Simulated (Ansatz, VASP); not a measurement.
# EuO in VASP and in Ansatz

The input INCAR:

```
ALGO = Normal
EDIFF = 1E-6
ENCUT = 600
GGA = PE
GGA_COMPAT = False
ISIF = 2
ISMEAR = 0
LASPH = True
LCHARG = False
LMAXMIX = 6
LREAL = False
LWAVE = False
NBANDS = 18
NELM = 200
PREC = Accurate
SIGMA = 0.05
```

File KPOINTS:

```
k-points
0
Gamma
  12 12 12
```

The input POSCAR:

```
EuO
1.0
    0.0000000000      2.5302957997      2.5302957997
    2.5302957997      0.0000000000      2.5302957997
    2.5302957997      2.5302957997      0.0000000000
Eu O
1 1
Direct
    0.0000000000      0.0000000000      0.0000000000
    0.5000000000      0.5000000000      0.5000000000
```

Input for Ansatz:

```yaml
crystal:
  lattice:
    - [0.0, 2.5302957997, 2.5302957997]
    - [2.5302957997, 0.0, 2.5302957997]
    - [2.5302957997, 2.5302957997, 0.0]
  atoms:
    - { symbol: Eu, position: [0.0, 0.0, 0.0] }
    - { symbol: O, position: [0.5, 0.5, 0.5] }
basis:
  ecutwfc: 420
  ecutrho_ratio: 4
kpoints:
  mp_grid: { grid: [12, 12, 12] }
hamiltonian:
  xc: pbe
scf:
  occupations: { method: gaussian, width: 0.05 }
output:
  forces: true
  stress: true
  eigenvalues: true
```

Alike in both runs: task single point; functional PBE; k mesh 12 × 12 × 12; occupations gaussian, width 0.05 eV; no spin polarisation.

|  | VASP | Ansatz |
| --- | --- | --- |
| version | VASP 6.6.1 | Ansatz 0.2.0 |
| potentials or method | VASP PAW PBE potentials, release 64 (Eu, O), cutoff 600 eV | scalar-relativistic, plane waves, PAW |
| valence electrons in the cell | 23 | 23 |

```tsv
	VASP	Ansatz	Ansatz less VASP
gap on the k mesh at the Fermi level (eV)	none	none	-
pressure (GPa)	-13.3	-13.4	-0.03
```

A gap of «none» marks a metal or a gap that the smearing closes.

Neither program's run includes spin-orbit coupling.
